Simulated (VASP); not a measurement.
# Pd (Pm-3m) in VASP: notebook

Runs on Pd. Level: PBEsol. Tasks: single point.

Everything below comes from runs of VASP 6.6.1. Logs are shortened: lines on timing, memory, paths and dates and some standing lists are left out, and cuts for length are marked.

## 1. The cell of the first run

The structure is cubic, space group Pm-3m (No. 221). The conventional cell has a = 2.563 Å, b = 2.563 Å, c = 2.563 Å, α = 90.00°, β = 90.00°, γ = 90.00°. Pd (site symmetry m-3m) has 6 Pd at 2.56 Å within 3.4 Å.

## 2. Single point, PBEsol

Contents of INCAR:

```
PREC = Accurate
ENCUT = 500
EDIFF = 1E-6
ISMEAR = -1
SIGMA = 0.05
LREAL = False
LASPH = True
NELM = 120
ALGO = Normal
ISIF = 2
LWAVE = False
LCHARG = False
GGA = PS
NBANDS = 11
GGA_COMPAT = False
```

Contents of KPOINTS:

```
regular mesh
0
Gamma
  10 10 10
```

Contents of POSCAR:

```
Pd
1.0
    2.5632091851      0.0000000000      0.0000000000
    0.0000000000      2.5632091851      0.0000000000
    0.0000000000      0.0000000000      2.5632091851
Pd
1
Direct
    0.0000000000      0.0000000000      0.0000000000
```

Potentials or basis: VASP PAW PBE potentials, release 64 (Pd).

Launch:

```console
$ cat potpaw_PBE.64/Pd/POTCAR > POTCAR
$ mpirun -np 1 vasp_std > vasp.out
```

OUTCAR:

```text
PREC = Accurate
   ENCUT = 500
   EDIFF = 1E-6
   ISMEAR = -1
   LREAL = False
   LASPH = True
   NELM = 120
   ISIF = 2
   GGA = PS

 ion  position               nearest neighbor table
   1  0.000  0.000  0.000-

  LATTYP: Found a simple cubic cell.
 ALAT       =     2.5632091851

  Lattice vectors:

 A1 = (   2.5632091851,   0.0000000000,   0.0000000000)
 A2 = (   0.0000000000,   2.5632091851,   0.0000000000)
 A3 = (   0.0000000000,   0.0000000000,   2.5632091851)

Analysis of symmetry for initial positions (statically):
=====================================================================
 Subroutine PRICEL returns:
 Original cell was already a primitive cell.

 Routine SETGRP: Setting up the symmetry group for a
 simple cubic supercell.

 Subroutine GETGRP returns: Found 48 space group operations
[... 9 lines left out ...]

 Routine SETGRP: Setting up the symmetry group for a
 simple cubic supercell.

 Subroutine GETGRP returns: Found 48 space group operations
[... 11 lines left out ...]
                                     Primitive cell

  volume of cell :      16.8404

  direct lattice vectors                    reciprocal lattice vectors
     2.563209185  0.000000000  0.000000000     0.390135930  0.000000000  0.000000000
     0.000000000  2.563209185  0.000000000     0.000000000  0.390135930  0.000000000
     0.000000000  0.000000000  2.563209185     0.000000000  0.000000000  0.390135930

  length of vectors
     2.563209185  2.563209185  2.563209185     0.390135930  0.390135930  0.390135930

  position of ions in fractional coordinates (direct lattice)
     0.000000000  0.000000000  0.000000000

  ion indices of the primitive-cell ions
   primitive index   ion index
                 1           1

----------------------------------------------------------------------------------------

 KPOINTS: regular mesh

Automatic generation of k-mesh.
 Grid dimensions read from file:
 generate k-points for:   10   10   10

 Generating k-lattice:

  Cartesian coordinates                     Fractional coordinates (reciprocal lattice)
     0.039013593  0.000000000  0.000000000     0.100000000  0.000000000  0.000000000
     0.000000000  0.039013593  0.000000000     0.000000000  0.100000000  0.000000000
     0.000000000  0.000000000  0.039013593     0.000000000  0.000000000  0.100000000

  Length of vectors
     0.039013593  0.039013593  0.039013593

  Shift w.r.t. Gamma in fractional coordinates (k-lattice)
     0.000000000  0.000000000  0.000000000

 Subroutine IBZKPT returns following result:
 ===========================================

 Found     56 irreducible k-points:

 Following reciprocal coordinates:
            Coordinates               Weight
  0.000000  0.000000  0.000000      1.000000
  0.100000  0.000000  0.000000      6.000000
  0.200000  0.000000  0.000000      6.000000
  0.300000  0.000000  0.000000      6.000000
  0.400000  0.000000  0.000000      6.000000
  0.500000  0.000000  0.000000      3.000000
[... 16 lines left out ...]
  0.200000  0.100000  0.100000     24.000000
  0.300000  0.100000  0.100000     24.000000
 [... further k-points ...]
   k-points           NKPTS =     56   k-points in BZ     NKDIM =     56   number of bands    NBANDS=     11
   number of dos      NEDOS =    301   number of ions     NIONS =      1
   total plane-waves  NPLWV =   8000
   dimension x,y,z NGX =    20 NGY =   20 NGZ =   20
   dimension x,y,z NGXF=    40 NGYF=   40 NGZF=   40
   ions per type =               1
   NGX,Y,Z   is equivalent  to a cutoff of  12.97, 12.97, 12.97 a.u.
   NGXF,Y,Z  is equivalent  to a cutoff of  25.94, 25.94, 25.94 a.u.
 SYSTEM =  unknown system
   PREC   = accura    normal or accurate (medium, high low for compatibility)
   ISTART =      0    job   : 0-new  1-cont  2-samecut
   ICHARG =      2    charge: 1-file 2-atom 10-const
   ISPIN  =      1    spin polarized calculation?
   LNONCOLLINEAR =      F non collinear calculations
   LSORBIT =      F    spin-orbit coupling
   LASPH  =      T    aspherical Exc in radial PAW
   ENCUT  =  500.0 eV  36.75 Ry    6.06 a.u.   4.67  4.67  4.67*2*pi/ulx,y,z
   NELM   =    120;   NELMIN=  2; NELMDL= -5     # of ELM steps
   EDIFF  = 0.1E-05   stopping-criterion for ELM
   LREAL  =      F    real-space projection
   EDIFFG = 0.1E-04   stopping-criterion for IOM
   NSW    =      0    number of steps for IOM
   IBRION =     -1    ionic relax: 0-MD 1-quasi-New 2-CG
   NFREE  =      0    steps in history (QN), initial steepest desc. (CG)
   ISIF   =      2    stress and relaxation
   ISYM   =      2    0-nonsym 1-usesym 2-fastsym
   POTIM  = 0.5000    time-step for ionic-motion
   TEBEG  =    0.0;   TEEND  =   0.0 temperature during run
   PSTRESS=    0.0 pullay stress
   NELECT =      10.0000    total number of electrons
   NUPDOWN=      -1.0000    fix difference up-down
   EMIN   =  10.00;   EMAX   =-10.00  energy-range for DOS
   EFERMI =   0.00;   METHOD = LEGACY
   ISMEAR =    -1;   SIGMA  =   0.05  broadening in eV -4-tet -1-fermi 0-gaus
   EFERMI_NEDOS =   21; number of points for ismear=-14 and -15
   IALGO  =     38    algorithm
   IMIX   =      4    mixing-type and parameters
     AMIX     =   0.40;   BMIX     =  1.00
     AMIX_MAG =   1.60;   BMIX_MAG =  1.00
  volume/ion in A,a.u.               =      16.84       113.64
  Fermi-wavevector in a.u.,A,eV,Ry     =   1.376018  2.600297 25.761618  1.893426
  Thomas-Fermi vector in A             =   2.501301
   LORBIT       =      0    0 simple, 1 ext, 2 COOP (PROOUT), +10 PAW based schemes
   GGA     = PS    functional components
   LHFCALC =     F    Hartree Fock is set to
   AEXX    =    0.0000 exact exchange contribution
   IVDW    =     0    specifies the selected vdW correction
   LEPSILON=     F    determine dielectric tensor
   LRPA    =     F    only Hartree local field effects (RPA)
 non-spin polarized calculation
  energy-cutoff  :      500.00
  volume of cell :       16.84
 maximum number of plane-waves:       449
 NGX is ok and might be reduce to    20
   NGX =  9   NGY =  9   NGZ =  9

 number of electron      10.0000000 magnetization

 Free energy of the ion-electron system (eV)
  ---------------------------------------------------
  ext. energy  EPLUGINS =         0.00000000
  ---------------------------------------------------
  free energy    TOTEN  =        -5.38345801 eV

  energy without entropy =       -5.37202682  energy(sigma->0) =       -5.37774241

 E-fermi :   7.8308     XC(G=0): -12.4514

 val. band max:        7.8198377335   @ k =   0.4000   0.1000   0.0000
 cond. band min:       7.8368977297   @ k =   0.5000   0.1000   0.0000
 fundamental gap:      0.0170599962
 Fermi energy:         7.8307880651

 k-point     1 :       0.0000    0.0000    0.0000
  band No.  band energies     occupation
      1       1.4115      2.00000
      2       2.9114      2.00000
      3       2.9114      2.00000
      4       7.8424      0.88407
      5       7.8424      0.88407
      6       7.8424      0.88406
      7      24.5914      0.00000
      8      24.5914      0.00000
      9      24.5914      0.00000
     10      31.2281      0.00000
     11      31.2391      0.00000

 k-point     2 :       0.1000    0.0000    0.0000
  band No.  band energies     occupation
      1       1.6735      2.00000
      2       2.9578      2.00000
      3       3.1382      2.00000
      4       7.6563      1.94085
      5       7.6563      1.94085
      6       7.8574      0.74027
      7      22.7237      0.00000
      8      25.0391      0.00000
      9      25.0391      0.00000
     10      30.5091      0.00000
     11      31.2537      0.00000

 k-point     3 :       0.2000    0.0000    0.0000
  band No.  band energies     occupation
      1       2.2921      2.00000
      2       3.0814      2.00000
      3       3.9063      2.00000
      4       7.1982      1.99999
      5       7.1982      1.99999
      6       7.8967      0.42212
      7      19.6072      0.00000
      8      26.2599      0.00000
      9      26.2599      0.00000
     10      29.0071      0.00000
     11      31.0734      0.00000

 k-point     4 :       0.3000    0.0000    0.0000
  band No.  band energies     occupation
      1       2.9318      2.00000
      2       3.2393      2.00000
      3       5.2986      2.00000
      4       6.6805      2.00000
      5       6.6805      2.00000
      6       7.9457      0.18240
      7      16.6240      0.00000
      8      27.5469      0.00000
      9      27.9713      0.00000
     10      27.9713      0.00000
     11      30.5318      0.00000

 k-point     5 :       0.4000    0.0000    0.0000
  band No.  band energies     occupation
      1       3.3713      2.00000
      2       3.4090      2.00000
      3       6.2936      2.00000
      4       6.2936      2.00000
      5       7.0003      2.00000
      6       7.9858      0.08626
      7      14.1263      0.00000
      8      26.5435      0.00000
      9      29.7141      0.00000
     10      29.7950      0.00000
     11      29.7950      0.00000

 k-point     6 :       0.5000    0.0000    0.0000
  band No.  band energies     occupation
      1       3.4229      2.00000
      2       3.5923      2.00000
      3       6.1523      2.00000
      4       6.1523      2.00000
      5       7.9916      0.07711
      6       8.0011      0.06415
      7      12.9062      0.00000
      8      26.1893      0.00000
      9      29.2984      0.00000
     10      30.8164      0.00000
     11      30.8164      0.00000

 k-point     7 :       0.1000    0.1000    0.0000
  band No.  band energies     occupation
      1       1.9372      2.00000
      2       3.1010      2.00000
      3       3.2611      2.00000
      4       7.4673      1.99861
      5       7.6457      1.95185
      6       7.7011      1.86105
      7      23.0480      0.00000
      8      23.1389      0.00000
      9      25.4873      0.00000
     10      30.4209      0.00000
     11      32.6778      0.00000

 k-point     8 :       0.2000    0.1000    0.0000
  band No.  band energies     occupation
      1       2.5375      2.00000
      2       3.2732      2.00000
      3       3.9696      2.00000
      4       7.0244      2.00000
      5       7.2163      1.99999
      6       7.7219      1.79662
      7      19.9357      0.00000
      8      24.0498      0.00000
      9      26.7103      0.00000
     10      29.4049      0.00000
     11      32.7992      0.00000
[... 141 lines left out ...]
 k-point    19 :       0.4000    0.4000    0.0000
  band No.  band energies     occupation
      1       3.0685      2.00000
      2       3.9957      2.00000
      3       6.5504      2.00000
      4       6.5924      2.00000
      5       7.8053      1.24993
      6      11.0375      0.00000
      7      14.8220      0.00000
      8      20.1934      0.00000
      9      22.9738      0.00000
     10      30.9546      0.00000
     11      32.3245      0.00000

 k-point    20 :       0.5000    0.4000    0.0000
  band No.  band energies     occupation
      1       2.8854      2.00000
      2       4.0622      2.00000
      3       6.4394      2.00000
      4       6.6017      2.00000
      5       8.2751      0.00028
      6      12.8029      0.00000
      7      13.2554      0.00000
      8      20.9574      0.00000
      9      21.1596      0.00000
     10      30.9255      0.00000
     11      32.2335      0.00000

 k-point    21 :       0.5000    0.5000    0.0000
  band No.  band energies     occupation
      1       2.6869      2.00000
      2       4.1281      2.00000
      3       6.4707      2.00000
      4       6.4707      2.00000
      5       9.0409      0.00000
      6      13.3447      0.00000
      7      13.3447      0.00000
      8      19.9082      0.00000
      9      20.4351      0.00000
     10      31.5618      0.00000
     11      31.5618      0.00000

 k-point    22 :       0.1000    0.1000    0.1000
  band No.  band energies     occupation
      1       2.2094      2.00000
      2       3.3068      2.00000
      3       3.3068      2.00000
      4       7.4593      1.99881
      5       7.5006      1.99729
      6       7.5006      1.99729
      7      23.3189      0.00000
      8      23.5277      0.00000
      9      23.5277      0.00000
     10      32.0839      0.00000
     11      32.0839      0.00000

 k-point    23 :       0.2000    0.1000    0.1000
  band No.  band energies     occupation
      1       2.8157      2.00000
      2       3.4300      2.00000
      3       4.0270      2.00000
      4       7.0079      2.00000
      5       7.0895      2.00000
      6       7.5387      1.99420
      7      20.2674      0.00000
      8      24.2741      0.00000
      9      24.5118      0.00000
     10      30.8468      0.00000
     11      33.5432      0.00000

 k-point    24 :       0.3000    0.1000    0.1000
  band No.  band energies     occupation
      1       3.4084      2.00000
      2       3.5910      2.00000
      3       5.0784      2.00000
      4       6.4495      2.00000
      5       7.0132      2.00000
      6       7.6038      1.97885
      7      17.1987      0.00000
      8      25.4836      0.00000
      9      25.5822      0.00000
     10      29.8885      0.00000
     11      33.0447      0.00000

 [... further k-points ...]

------------------------ aborting loop because EDIFF is reached ----------------------------------------

  FORCE on cell =-STRESS in cart. coord.  units (eV):
  Direction    XX          YY          ZZ          XY          YZ          ZX
  --------------------------------------------------------------------------------------
  -------------------------------------------------------------------------------------
  Total       -0.0358461     -0.0358461     -0.0358461     -0.0000000     -0.0000000      0.0000000
  in kB       -3.4103657     -3.4103657     -3.4103657     -0.0000000     -0.0000000      0.0000000
  external PRESSURE =      -3.4103657 kB  Pullay stress =       0.0000000 kB

 VOLUME and BASIS-vectors are now :
 -----------------------------------------------------------------------------
  energy-cutoff  :      500.00
  volume of cell :       16.84
      direct lattice vectors                 reciprocal lattice vectors
     2.563209185  0.000000000  0.000000000     0.390135930  0.000000000  0.000000000
     0.000000000  2.563209185  0.000000000     0.000000000  0.390135930  0.000000000
     0.000000000  0.000000000  2.563209185     0.000000000  0.000000000  0.390135930

 POSITION                                       TOTAL-FORCE (eV/Angst)
 -----------------------------------------------------------------------------------
      0.00000      0.00000      0.00000         0.000000      0.000000      0.000000
 -----------------------------------------------------------------------------------
    total drift:                               -0.000000      0.000000     -0.000000

  FREE ENERGIE OF THE ION-ELECTRON SYSTEM (eV)
  ---------------------------------------------------
  free  energy   TOTEN  =        -5.3834580097 eV

  energy  without entropy=       -5.3720268153  energy(sigma->0) =       -5.37774241
```

It took 8.5 s on 1 thread of AMD EPYC 7R43 (Zen 3), shared host; peak memory 0.09 GiB.

Results:

```yaml
Free_energy: -5.3835 eV
Pressure: -0.3 GPa
Band_gap_on_the_k_mesh: zero (band 5 reaches 9.15 eV, above the bottom of band 6 at 7.17 eV)
```

Caveat: the PAW data sets were made with another functional, which shifts forces and pressure a little.

## 3. Single point, PBEsol

This run uses another cell than the first one, of 16.59 Å³/atom, 0.985 times its volume.

Contents of INCAR:

```
SYSTEM = Pd
PREC = Accurate ; ENCUT = 500
EDIFF = 1E-6 ; ISMEAR = -1
SIGMA = 0.05 ; LREAL = .FALSE.
LASPH = .TRUE. ; NELM = 120
ALGO = Normal ; ISIF = 2
LWAVE = .FALSE. ; LCHARG = .FALSE.
GGA = PS ; NBANDS = 11
GGA_COMPAT = .FALSE.
```

Contents of KPOINTS:

```
Automatic mesh
0
G
  10 10 10
  0 0 0
```

Contents of POSCAR:

```
Pd
1.0
    2.5503285195      0.0000000000      0.0000000000
    0.0000000000      2.5503285195      0.0000000000
    0.0000000000      0.0000000000      2.5503285195
Pd
1
Direct
    0.0000000000      0.0000000000      0.0000000000
```

Potentials or basis: VASP PAW PBE potentials, release 64 (Pd).

Launch:

```console
$ cat potpaw_PBE.64/Pd/POTCAR > POTCAR
$ mpirun -np 1 vasp_std > vasp.out
```

It took 9.4 s on 1 thread of AMD EPYC 7R43 (Zen 3), shared host; peak memory 0.09 GiB.

Results (log left out):

```
Free energy            : -5.3822 eV
Pressure               : 1.9 GPa
Band gap on the k mesh : zero (band 5 reaches 9.41 eV, above the bottom of band 6 at 7.38 eV)
```

Levels at points of the mesh, in eV from the Fermi level:
```
           k point  band 2  band 3  band 4  band 5  band 6  band 7  band 8  band 9
(0.00, 0.00, 0.00)   -5.03   -5.03    0.02    0.02    0.02   16.87   16.87   16.87
(0.50, 0.00, 0.00)   -4.32   -1.72   -1.72    0.11    0.18    5.17   18.40   21.59
(0.50, 0.50, 0.00)   -3.78   -1.39   -1.39    1.25    5.54    5.54   12.28   12.71
(0.50, 0.50, 0.50)   -4.31   -4.31    1.35    1.35   10.92   11.56   11.56   11.56
```

Caveat: the PAW data sets were made with another functional, which shifts forces and pressure a little.
